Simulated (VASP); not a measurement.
The system is PtS2.

```xyz
3
Lattice="3.4514 0.0000 0.0000 -1.7257 2.9890 0.0000 0.0000 0.0000 6.3342" Properties=species:S:1:pos:R:3 pbc="T T T"
Pt    0.0000    0.0000    0.0000
S     0.0000    1.9927    1.1969
S     1.7257    0.9963    5.1373
```

| Item | Value |
| --- | --- |
| Program | VASP 6.6.1 |
| Task | relaxation of the atoms |
| Functional | PBE |
| Potentials or basis | VASP PAW PBE potentials, release 64 (Pt, S) |
| Cutoff | 520 eV |
| k mesh | 9 × 9 × 4 |
| Occupations | gaussian, width 0.05 eV |
| Spin | no spin polarisation |

At the start: pressure 12.3 GPa; volume 21.78 Å³/atom.

How do energy, volume and symmetry change on relaxing?

Over 3 steps the energy falls by 46.5 meV/atom; space group P-3m1 (No. 164, to 0.1 Å) before and after.

The path:
```csv
step,energy change (eV),largest force (eV/Å),pressure (GPa)
1,0.0000,1.4506,12.34
2,-0.1280,0.3994,6.60
3,-0.1394,0.0018,4.43
```

Final structure:
```
CELL_PARAMETERS angstrom
3.45140 0.00000 0.00000
-1.72570 2.98900 0.00000
0.00000 0.00000 6.33420
ATOMIC_POSITIONS crystal
Pt 0.00000 0.00000 0.00000
S 0.33333 0.66667 0.20458
S 0.66667 0.33333 0.79542
```

Caveat: this functional lacks dispersion, which binds the layers, so the pressure and a relaxed spacing across them are unreliable.
